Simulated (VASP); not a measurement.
A run of VASP 6.6.1:

The input INCAR:

```
SYSTEM = Ta
PREC = Accurate ; ENCUT = 520
EDIFF = 1E-6 ; ISMEAR = 0
SIGMA = 0.15 ; LREAL = .FALSE.
LASPH = .TRUE. ; NELM = 100
ALGO = Fast ; ISIF = 2
LWAVE = .FALSE. ; LCHARG = .FALSE.
GGA = PS ; NBANDS = 12
```

KPOINTS

```
regular mesh
0
G
  22 22 22
  0 0 0
```

File POSCAR:

```
Ta
1.0
   -1.4954185879      1.4954185879      1.7364800643
    1.4954185879     -1.4954185879      1.7364800643
    1.4954185879      1.4954185879     -1.7364800643
Ta
1
Direct
    0.0000000000      0.0000000000      0.0000000000
```

Potentials or basis: VASP PAW PBE potentials, release 64 (Ta_pv).

Command:

```console
$ cat potpaw_PBE.64/Ta_pv/POTCAR > POTCAR
$ mpirun -np 1 vasp_std > vasp.out
```

Hardware: 1 thread of AMD EPYC 9R45 96-Core Processor (Zen 5), with other jobs on the host.

Problem. How long does it take, and how much memory?

Solution. It took 81 s on 1 thread of AMD EPYC 9R45 96-Core Processor (Zen 5), with other jobs on the host, peak memory 0.22 GiB. Counts: scf iterations 12, k points 834.
